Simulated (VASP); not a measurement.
The system is Ba3O.

```
CELL_PARAMETERS angstrom
5.09632 0.00000 0.00000
0.00000 5.09632 0.00000
0.00000 0.00000 5.09632
ATOMIC_POSITIONS crystal
Ba 0.00000 0.50000 0.50000
Ba 0.50000 0.00000 0.50000
Ba 0.50000 0.50000 0.00000
O 0.00000 0.00000 0.00000
```

- Program: VASP 6.6.1
- Task: relaxation of cell and atoms
- Functional: PBE
- Potentials or basis: VASP PAW PBE potentials, release 64 (Ba_sv, O)
- Cutoff: 600 eV
- k mesh: 10 × 10 × 10
- Occupations: gaussian, width 0.1 eV
- Spin: no spin polarisation

At the start: pressure 0.8 GPa; volume 33.09 Å³/atom.

Where does the relaxation end?

Over 3 steps the energy falls by 5.0 meV/atom and the volume is 35.20 Å³/atom (+6.4 %); space group Pm-3m (No. 221, to 0.05 Å).

The path:
```tsv
step	energy change (eV)	largest force (eV/Å)	pressure (GPa)	volume (Å³)
1	0.0000	0.0000	0.81	132.36
2	-0.0128	0.0000	0.47	135.58
3	-0.0200	0.0000	-0.02	140.80
```

Final structure:
```
Ba O
1.0
     5.20236    0.00000    0.00000
     0.00000    5.20236    0.00000
     0.00000    0.00000    5.20236
Ba O
3 1
Direct
  0.00000 0.50000 0.50000
  0.50000 0.00000 0.50000
  0.50000 0.50000 0.00000
  0.00000 0.00000 0.00000
```
